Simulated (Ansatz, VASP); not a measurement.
One calculation of HfO2, two programs

POSCAR

```
HfO2
1.0
    0.0000000000      2.5575000000      2.5575000000
    2.5575000000      0.0000000000      2.5575000000
    2.5575000000      2.5575000000      0.0000000000
Hf O
1 2
Direct
    0.0391006843     -0.0391006843     -0.0391006843
    0.2500000000      0.2500000000      0.2500000000
    0.7500000000      0.7500000000      0.7500000000
```

File INCAR.step1:

```
SYSTEM = HfO2
PREC = Accurate ; ENCUT = 520
ISMEAR = 0 ; SIGMA = 0.05
LREAL = .False. ; LASPH = .True.
NELM = 100 ; NBANDS = 18
GGA = PE ; ALGO = Normal
EDIFF = 1E-4 ; LWAVE = .True.
LCHARG = .False.
```

INCAR.step2

```
SYSTEM = HfO2
PREC = Accurate ; ENCUT = 520
EDIFF = 1E-6 ; ISMEAR = 0
SIGMA = 0.05 ; LREAL = .False.
LASPH = .True. ; NELM = 100
ALGO = Normal ; ISIF = 2
LWAVE = .False. ; LCHARG = .True.
METAGGA = R2SCAN ; LMIXTAU = .True.
LELF = .True. ; LVHAR = .True.
NBANDS = 18 ; ISTART = 1
```

KPOINTS

```
regular mesh
0
Gamma
  8 8 8
  0 0 0
```

Input for Ansatz:

```yaml
crystal:
  lattice:
    - [0.0, 2.5575, 2.5575]
    - [2.5575, 0.0, 2.5575]
    - [2.5575, 2.5575, 0.0]
  atoms:
    - { symbol: Hf, position: [0.0391006843, -0.0391006843, -0.0391006843] }
    - { symbol: O, position: [0.25, 0.25, 0.25] }
    - { symbol: O, position: [0.75, 0.75, 0.75] }
basis:
  ecutwfc: 500
kpoints:
  mp_grid: { grid: [8, 8, 8] }
hamiltonian:
  xc: r2scan
scf:
  occupations: { method: gaussian, width: 0.05 }
output:
  forces: true
  stress: true
  eigenvalues: true
```

Change from the starting cell: all Hf atoms moved -0.200 Å, as atom 1 along Cartesian [1 0 0].

Alike in both runs: task single point; functional r2SCAN; k mesh 8 × 8 × 8; occupations gaussian, width 0.05 eV; no spin polarisation.

|  | VASP | Ansatz |
| --- | --- | --- |
| version | VASP 6.6.1 | Ansatz 0.2.0 |
| potentials or method | VASP PAW PBE potentials, release 64 (Hf_pv, O), cutoff 520 eV | scalar-relativistic, plane waves, PAW |
| valence electrons in the cell | 22 | 38 |

|  | VASP | Ansatz | Ansatz less VASP |
| --- | --- | --- | --- |
| gap on the k mesh at the Fermi level (eV) | 4.24 | 4.25 | +0.017 |
| least direct gap on the mesh (eV) | 4.24 | 4.25 | +0.017 |
| pressure (GPa) | -7.9 | -4.4 | +3.53 |
| traceless stress, the component that is largest in VASP (GPa) | 0.43 | 0.31 | -0.125 |
| rms of the force components (eV/Å) | 0.421 | 0.457 | +0.0356 |

VASP's potentials were made for PBE, not for r2SCAN. Atom by atom the forces differ by 0.036 eV/Å (rms over components). With one functional, cell and mesh, what is left measures potentials, basis and numerics. VASP's potentials hold 22 valence electrons a cell and Ansatz's 38, so a difference there can come from the potentials and not from the codes.

Neither program's run includes spin-orbit coupling.
